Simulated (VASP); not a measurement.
**Sr: single point with HSE06**

The system is Sr.

```
CELL_PARAMETERS angstrom
0.00000 3.06250 3.06250
3.06250 0.00000 3.06250
3.06250 3.06250 0.00000
ATOMIC_POSITIONS crystal
Sr 0.00000 0.00000 0.00000
```

```
Program                            : VASP 6.6.1
Task                               : single point
Functional                         : HSE06
Potentials or basis                : VASP PAW PBE potentials, release 64 (Sr_sv)
Cutoff                             : 520 eV
k mesh                             : 4 × 4 × 4
Occupations                        : fermi-dirac, width 0.05 eV
Spin                               : no spin polarisation
Dipole correction                  : no
Grid for exact exchange (PRECFOCK) : Normal
Further INCAR settings             : ALGO = Normal; EDIFF = 1e-06; NBANDS = 11
Screening parameter                : 0.2079 1/Å
```

| Item | Value |
| --- | --- |
| Pressure | 0.1 GPa |
| Band gap on the k mesh | zero (band 5 reaches 1.65 eV, above the bottom of band 6 at 1.32 eV) |

Levels at points of the mesh, in eV from the Fermi level:
| k point | band 1 | band 2 | band 3 | band 4 | band 5 | band 6 | band 7 | band 8 | band 9 | band 10 |
| --- | --- | --- | --- | --- | --- | --- | --- | --- | --- | --- |
| (0.00, 0.00, 0.00) | -39.87 | -20.46 | -20.46 | -20.46 | -4.40 | 2.73 | 2.73 | 2.73 | 4.24 | 4.24 |
| (0.50, 0.00, 0.00) | -39.85 | -20.64 | -20.48 | -20.48 | -1.27 | -0.30 | 2.54 | 2.54 | 5.31 | 5.31 |
| (0.50, 0.50, 0.00) | -39.85 | -20.63 | -20.52 | -20.52 | -0.74 | 0.62 | 0.86 | 5.31 | 5.35 | 5.57 |

Run time: 4.1 min on 1 thread of Intel(R) Xeon(R) Platinum 8488C (Sapphire Rapids) (shared host), peak memory 0.28 GiB.

Caveat: the k points lie up to 0.44 Å⁻¹ apart; the PAW data sets were made with another functional, which shifts forces and pressure a little.
